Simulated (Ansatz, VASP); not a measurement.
# BN: VASP beside Ansatz

```
B N
1.0
     2.58212    0.00000    0.00000
    -1.29106    2.18527    0.00000
     0.00000    0.00000    4.17522
B N
2 2
Cartesian
  1.2911 0.7284 4.1740
  0.0000 1.4568 2.0864
  1.2911 0.7284 2.6107
  0.0000 1.4568 0.5231
```

Change from the starting cell: mode 4 frozen in at +0.000 Å, normal strain along x +0.0233.

Alike in both runs: task single point; functional LDA; k mesh 12 × 12 × 6; occupations gaussian, width 0.05 eV; no spin polarisation.

```csv
,VASP,Ansatz
version,VASP 6.6.1,Ansatz 0.2.0
potentials or method,"VASP PAW LDA potentials, release 64 (B, N), cutoff 600 eV","scalar-relativistic, plane waves, PAW"
valence electrons in the cell,16,16
```

Ansatz gave:

```
gap on the k mesh at the Fermi level (eV)                     : 4.94
least direct gap on the mesh (eV)                             : 7.91
pressure (GPa)                                                : -8.7
traceless stress, the component that is largest in VASP (GPa) : -12.95
rms of the force components (eV/Å)                            : 0.050
```

Problem. Which values does VASP return?

Solution. gap on the k mesh at the Fermi level (eV): 4.92; least direct gap on the mesh (eV): 7.89; pressure (GPa): -8.0; traceless stress, the component that is largest in VASP (GPa): -13.01; rms of the force components (eV/Å): 0.052.

LDA's correlation is that of Perdew and Zunger in VASP and of Perdew and Wang (1992) in Ansatz. Atom by atom the forces differ by 0.002 eV/Å (rms over components).
